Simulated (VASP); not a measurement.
# CoSi2 in VASP: notebook, part 2 of 2

VASP 6.6.1. Earlier steps stand in the parts before.

## 4. Relaxation of cell and atoms, PBEsol, target pressure -1 GPa, at which the enthalpy is minimised

This run uses another cell than the first one: it holds 3 atoms, not 6.

INCAR reads:

```
PREC = Accurate
ENCUT = 600
EDIFF = 1E-7
ISMEAR = 0
SIGMA = 0.1
LREAL = F
LASPH = T
NELM = 100
ALGO = Normal
ISIF = 3
LWAVE = F
LCHARG = F
GGA = PS
IBRION = 2
NSW = 70
EDIFFG = -0.008
PSTRESS = -10.0
```

KPOINTS reads:

```
Automatic mesh
0
Gamma
  14 14 14
```

POSCAR reads:

```
CoSi2
1.0
    0.0000000000      2.6647552741      2.6647552741
    2.6647552741      0.0000000000      2.6647552741
    2.6647552741      2.6647552741      0.0000000000
Co Si
1 2
Direct
    0.0000000000      0.0000000000      0.0000000000
    0.2500000000      0.2500000000      0.2500000000
    0.7500000000      0.7500000000      0.7500000000
```

On the command line:

```bash
> cat potpaw_PBE.64/Co/POTCAR potpaw_PBE.64/Si/POTCAR > POTCAR
> mpirun -np 1 vasp_std > vasp.out
```

Wall time 57 s (1 thread of Intel Xeon 6975P-C (Granite Rapids), shared host); peak memory 0.21 GiB.

It converged, with:

| Property | Result |
| --- | --- |
| Free energy | -20.9838 eV |
| Relaxed volume | 12.56 Å³/atom |
| Relaxed cell | a = 3.763 Å, b = 3.763 Å, c = 3.763 Å, α = 60.00°, β = 60.00°, γ = 60.00° |
| Space group after relaxing (to 0.05 Å) | Fm-3m (No. 225) |
| Energy change on relaxing (the enthalpy is what falls) | -0.4 meV/atom |
| Ionic steps | 3 |
| Pressure after relaxing | -1.0 GPa |

Step by step:
```csv
step,energy change (eV),largest force (eV/Å),pressure (GPa),volume (Å³)
1,0.0000,0.0000,-1.80,37.84
2,-0.0019,0.0000,0.00,37.50
3,-0.0013,0.0000,-1.03,37.69
```

Final structure:
```
Co Si
1.0
     0.00000    2.66118    2.66118
     2.66118    0.00000    2.66118
     2.66118    2.66118    0.00000
Co Si
1 2
Direct
  0.00000 0.00000 0.00000
  0.25000 0.25000 0.25000
  0.75000 0.75000 0.75000
```

Levels at points of the mesh, in eV from the Fermi level:
```
           k point  band 7  band 8  band 9  band 10  band 11  band 12
(0.00, 0.00, 0.00)    0.96    3.42    3.42     3.42     3.49     3.49
(0.50, 0.00, 0.00)   -1.70   -0.49   -0.49     2.70     3.46     3.46
(0.50, 0.50, 0.00)   -2.04   -2.00   -1.39     1.64     2.87     8.59
```

Caveat: the cell is relaxed towards a set pressure, so the enthalpy falls and the energy may rise; the PAW data sets were made with another functional, which shifts forces and pressure a little. Spin polarisation is off, so any magnetic state and its effect on volume and gap are missing.

## 5. Single point, PBEsol (uniaxial strain along a: +1.5 %)

INCAR reads:

```
SYSTEM = CoSi2
PREC = Accurate
ENCUT = 600
EDIFF = 1E-6
ISMEAR = 0
SIGMA = 0.1
LREAL = .FALSE.
LASPH = .TRUE.
NELM = 120
ALGO = Normal
ISIF = 2
LWAVE = .FALSE.
LCHARG = .FALSE.
GGA = PS
NBANDS = 34
GGA_COMPAT = .FALSE.
```

KPOINTS reads:

```
regular mesh
0
G
  10 10 8
  0 0 0
```

POSCAR reads:

```
CoSi2
1.0
    2.6960977216      2.6960977216      0.0000000000
   -2.6462929607      2.6462929607      0.0000000000
    0.0000000000      0.0000000000      5.2925859215
Co Si
2 4
Direct
    0.0000000000      0.0000000000      0.0000000000
    0.5000000000      0.5000000000      0.5000000000
    0.0000000000      0.5000000000      0.7500000000
    0.5000000000      0.0000000000      0.7500000000
    0.5000000000      0.0000000000      0.2500000000
    0.0000000000      0.5000000000      0.2500000000
```

Potentials or basis: VASP PAW PBE potentials, release 64 (Co_sv, Si).

On the command line:

```bash
> cat potpaw_PBE.64/Co_sv/POTCAR potpaw_PBE.64/Si/POTCAR > POTCAR
> mpirun -np 1 vasp_std > vasp.out
```

OUTCAR:

```text
SYSTEM = CoSi2
   PREC = Accurate
   ENCUT = 600
   EDIFF = 1E-6
   ISMEAR = 0
   LREAL = .FALSE.
   LASPH = .TRUE.
   NELM = 120
   ISIF = 2
   GGA = PS

 ion  position               nearest neighbor table
   1  0.000  0.000  0.000-   3 2.29   6 2.29   3 2.29   6 2.29   5 2.32   4 2.32   4 2.32   5 2.32

   2  0.500  0.500  0.500-   4 2.29   5 2.29   4 2.29   5 2.29   3 2.32   6 2.32   3 2.32   6 2.32

   3  0.000  0.500  0.750-   1 2.29   1 2.29   2 2.32   2 2.32   6 2.65   6 2.65   4 2.67   4 2.67
                             4 2.67   4 2.67
   4  0.500  0.000  0.750-   2 2.29   2 2.29   1 2.32   1 2.32   5 2.65   5 2.65   3 2.67   3 2.67
                             3 2.67   3 2.67
   5  0.500  0.000  0.250-   2 2.29   2 2.29   1 2.32   1 2.32   4 2.65   4 2.65   6 2.67   6 2.67
                             6 2.67   6 2.67
   6  0.000  0.500  0.250-   1 2.29   1 2.29   2 2.32   2 2.32   3 2.65   3 2.65   5 2.67   5 2.67
                             5 2.67   5 2.67

  LATTYP: Found a simple orthorhombic cell.
 ALAT       =     3.7424233950
 B/A-ratio  =     1.0188205772
 C/A-ratio  =     1.4142135624

  Lattice vectors:

 A1 = (   2.6462929607,  -2.6462929607,   0.0000000000)
 A2 = (   2.6960977216,   2.6960977216,   0.0000000000)
 A3 = (   0.0000000000,   0.0000000000,   5.2925859215)

Analysis of symmetry for initial positions (statically):
=====================================================================
 Subroutine PRICEL returns following result:

  LATTYP: Found a body centered orthorhombic cell.
 ALAT       =     3.7424233950
 B/A-ratio  =     1.0188205772
 C/A-ratio  =     1.4142135624

  Lattice vectors:

 A1 = (   2.6711953412,   0.0249023804,  -2.6462929608)
 A2 = (  -2.6711953412,  -0.0249023804,  -2.6462929607)
 A3 = (   0.0249023805,   2.6711953411,   2.6462929607)

   2 primitive cells build up your supercell.

 Routine SETGRP: Setting up the symmetry group for a
 simple orthorhombic supercell.

 Subroutine GETGRP returns: Found  8 space group operations
 (whereof  8 operations were pure point group operations)
 out of a pool of  8 trial point group operations.

The static configuration has the point symmetry D_2h.

Analysis of symmetry for dynamics (positions and initial velocities):
=====================================================================
 Subroutine PRICEL returns following result:

  LATTYP: Found a body centered orthorhombic cell.
 ALAT       =     3.7424233950
 B/A-ratio  =     1.0188205772
 C/A-ratio  =     1.4142135624

  Lattice vectors:

 A1 = (   2.6711953412,   0.0249023804,  -2.6462929608)
 A2 = (  -2.6711953412,  -0.0249023804,  -2.6462929607)
 A3 = (   0.0249023805,   2.6711953411,   2.6462929607)

   2 primitive cells build up your supercell.

 Routine SETGRP: Setting up the symmetry group for a
 simple orthorhombic supercell.

 Subroutine GETGRP returns: Found  8 space group operations
 (whereof  8 operations were pure point group operations)
 out of a pool of  8 trial point group operations.

The dynamic configuration has the point symmetry D_2h.

 Subroutine INISYM returns: Found  8 space group operations
 (whereof  8 operations are pure point group operations),
 and found     2 'primitive' translations
[... 37 lines left out ...]
     0.018545322  0.018545322  0.000000000     0.100000000  0.000000000  0.000000000
    -0.018894356  0.018894356  0.000000000     0.000000000  0.100000000  0.000000000
     0.000000000  0.000000000  0.023617944     0.000000000  0.000000000  0.125000000

  Length of vectors
     0.026227046  0.026720654  0.023617944

  Shift w.r.t. Gamma in fractional coordinates (k-lattice)
     0.000000000  0.000000000  0.000000000

 Subroutine IBZKPT returns following result:
 ===========================================

 Found    180 irreducible k-points:

 Following reciprocal coordinates:
            Coordinates               Weight
  0.000000  0.000000  0.000000      1.000000
  0.100000  0.000000  0.000000      2.000000
  0.200000  0.000000  0.000000      2.000000
  0.300000  0.000000  0.000000      2.000000
  0.400000  0.000000  0.000000      2.000000
  0.500000  0.000000  0.000000      1.000000
[... 16 lines left out ...]
  0.400000  0.300000  0.000000      4.000000
  0.500000  0.300000  0.000000      2.000000
 [... further k-points ...]
   k-points           NKPTS =    180   k-points in BZ     NKDIM =    180   number of bands    NBANDS=     34
   number of dos      NEDOS =    301   number of ions     NIONS =      6
   total plane-waves  NPLWV =  37800
   dimension x,y,z NGX =    30 NGY =   30 NGZ =   42
   dimension x,y,z NGXF=    60 NGYF=   60 NGZF=   84
   ions per type =               2   4
   NGX,Y,Z   is equivalent  to a cutoff of  13.08, 13.33, 13.19 a.u.
   NGXF,Y,Z  is equivalent  to a cutoff of  26.16, 26.65, 26.39 a.u.
 SYSTEM =  CoSi2
   PREC   = accura    normal or accurate (medium, high low for compatibility)
   ISTART =      0    job   : 0-new  1-cont  2-samecut
   ICHARG =      2    charge: 1-file 2-atom 10-const
   ISPIN  =      1    spin polarized calculation?
   LNONCOLLINEAR =      F non collinear calculations
   LSORBIT =      F    spin-orbit coupling
   LASPH  =      T    aspherical Exc in radial PAW
   ENCUT  =  600.0 eV  44.10 Ry    6.64 a.u.   7.62  7.47 10.57*2*pi/ulx,y,z
   NELM   =    120;   NELMIN=  2; NELMDL= -5     # of ELM steps
   EDIFF  = 0.1E-05   stopping-criterion for ELM
   LREAL  =      F    real-space projection
   EDIFFG = 0.1E-04   stopping-criterion for IOM
   NSW    =      0    number of steps for IOM
   IBRION =     -1    ionic relax: 0-MD 1-quasi-New 2-CG
   NFREE  =      0    steps in history (QN), initial steepest desc. (CG)
   ISIF   =      2    stress and relaxation
   ISYM   =      2    0-nonsym 1-usesym 2-fastsym
   POTIM  = 0.5000    time-step for ionic-motion
   TEBEG  =    0.0;   TEEND  =   0.0 temperature during run
   PSTRESS=    0.0 pullay stress
   NELECT =      50.0000    total number of electrons
   NUPDOWN=      -1.0000    fix difference up-down
   EMIN   =  10.00;   EMAX   =-10.00  energy-range for DOS
[... 5 lines left out ...]
     AMIX     =   0.40;   BMIX     =  1.00
     AMIX_MAG =   1.60;   BMIX_MAG =  1.00
  volume/ion in A,a.u.               =      12.59        84.94
  Fermi-wavevector in a.u.,A,eV,Ry     =   1.426837  2.696331 27.699607  2.035864
  Thomas-Fermi vector in A             =   2.547071
   LORBIT       =      0    0 simple, 1 ext, 2 COOP (PROOUT), +10 PAW based schemes
   GGA     = PS    functional components
   LHFCALC =     F    Hartree Fock is set to
   AEXX    =    0.0000 exact exchange contribution
   IVDW    =     0    specifies the selected vdW correction
   LEPSILON=     F    determine dielectric tensor
   LRPA    =     F    only Hartree local field effects (RPA)
 non-spin polarized calculation
 Gauss-broadening in eV      SIGMA  =   0.10
  energy-cutoff  :      600.00
  volume of cell :       75.52
 maximum number of plane-waves:      2544
   NGX = 15   NGY = 15   NGZ = 21

 number of electron      49.9999957 magnetization

 Free energy of the ion-electron system (eV)
  ---------------------------------------------------
  ext. energy  EPLUGINS =         0.00000000
  ---------------------------------------------------
  free energy    TOTEN  =       -42.10211311 eV

  energy without entropy =      -42.09316221  energy(sigma->0) =      -42.09763766

 E-fermi :  10.7048     XC(G=0): -12.0788

 val. band max:       10.7018305167   @ k =   0.4000   0.0000   0.3750
 cond. band min:      10.7075047984   @ k =   0.3000   0.0000   0.0000
 fundamental gap:      0.0056742818
 Fermi energy:        10.7048143874

 k-point     1 :       0.0000    0.0000    0.0000
  band No.  band energies     occupation
      1     -83.7754      2.00000
      2     -83.7752      2.00000
      3     -47.2365      2.00000
      4     -47.2353      2.00000
      5     -47.2281      2.00000
      6     -47.2268      2.00000
[... 877 lines left out ...]
     33      19.7464      0.00000
     34      20.0417      0.00000

 [... further k-points ...]
[... 5 lines left out ...]
  --------------------------------------------------------------------------------------
  -------------------------------------------------------------------------------------
  Total       -1.2690629     -1.2690629     -0.6487917     -1.3694057      0.0000000      0.0000000
  in kB      -26.9229266    -26.9229266    -13.7639926    -29.0516792      0.0000000      0.0000000
  external PRESSURE =     -22.5366153 kB  Pullay stress =       0.0000000 kB

 VOLUME and BASIS-vectors are now :
 -----------------------------------------------------------------------------
  energy-cutoff  :      600.00
  volume of cell :       75.52
      direct lattice vectors                 reciprocal lattice vectors
     2.696097722  2.696097722  0.000000000     0.185453219  0.185453219  0.000000000
    -2.646292961  2.646292961  0.000000000    -0.188943555  0.188943555  0.000000000
     0.000000000  0.000000000  5.292585921     0.000000000  0.000000000  0.188943555

 POSITION                                       TOTAL-FORCE (eV/Angst)
 -----------------------------------------------------------------------------------
      0.00000      0.00000      0.00000         0.000000     -0.000000     -0.000000
      0.02490      2.67120      2.64629        -0.000000      0.000000     -0.000000
     -1.32315      1.32315      3.96944        -0.000000      0.000000     -0.171265
      1.34805      1.34805      3.96944        -0.000000      0.000000      0.171265
      1.34805      1.34805      1.32315        -0.000000      0.000000     -0.171265
     -1.32315      1.32315      1.32315        -0.000000      0.000000      0.171265
 -----------------------------------------------------------------------------------
    total drift:                               -0.000000      0.000000      0.000000

  FREE ENERGIE OF THE ION-ELECTRON SYSTEM (eV)
  ---------------------------------------------------
  free  energy   TOTEN  =       -42.1021131105 eV

  energy  without entropy=      -42.0931622051  energy(sigma->0) =      -42.09763766
```

It took 4 min on 1 thread of Intel Xeon 6975P-C (Granite Rapids), shared host; peak memory 0.51 GiB.

Results:

* Free energy: -42.1021 eV
* Pressure: -2.3 GPa
* Largest force: 0.171 eV/Å
* Band gap on the k mesh: zero (band 25 reaches 12.47 eV, above the bottom of band 26 at 9.36 eV)

Forces in eV/Å, atoms in the order of the input:
```
Co   0.000  0.000  0.000
Co   0.000  0.000  0.000
Si   0.000  0.000 -0.171
Si   0.000  0.000  0.171
Si   0.000  0.000 -0.171
Si   0.000  0.000  0.171
```

Stress tensor (GPa, compression positive):
```
-2.69 -2.91  0.00
-2.91 -2.69  0.00
 0.00  0.00 -1.38
```

Caveat: the cell differs from its parent crystal (uniaxial strain along a: +1.5 %); the PAW data sets were made with another functional, which shifts forces and pressure a little.

## 6. Summary

```csv
task,potentials or basis,cell,k mesh,cutoff (eV),second run,gap on the mesh (eV),pressure (GPa)
single point,"VASP PAW PBE potentials, release 64 (Co, Si)","a = 3.813, b = 3.813, c = 5.265 Å, 6 atoms",10 × 10 × 8,520,-,none,-3.7
relaxation of cell and atoms,"VASP PAW PBE potentials, release 64 (Co, Si)","relaxed to 1 GPa from a = 3.744 Å, angles 60.0°, 3 atoms",14 × 14 × 14,600,-,none,1.0
relaxation of cell and atoms,"VASP PAW PBE potentials, release 64 (Co, Si)","relaxed to -1 GPa from a = 3.769 Å, angles 60.0°, 3 atoms",14 × 14 × 14,600,-,none,-1.0
single point,"VASP PAW PBE potentials, release 64 (Co_sv, Si)","a = 3.813, b = 3.742, c = 5.293 Å, 6 atoms",10 × 10 × 8,600,valence_matched,none,-2.3
```

Alike in all rows: level PBEsol; no spin polarisation; smearing gaussian 0.1 eV.

Caveats: the PAW data sets were made with another functional, which shifts forces and pressure a little; the cell is relaxed towards a set pressure, so the enthalpy falls and the energy may rise (some runs).

Total energies depend on the potentials used, so only differences within one code and one set of settings carry meaning.
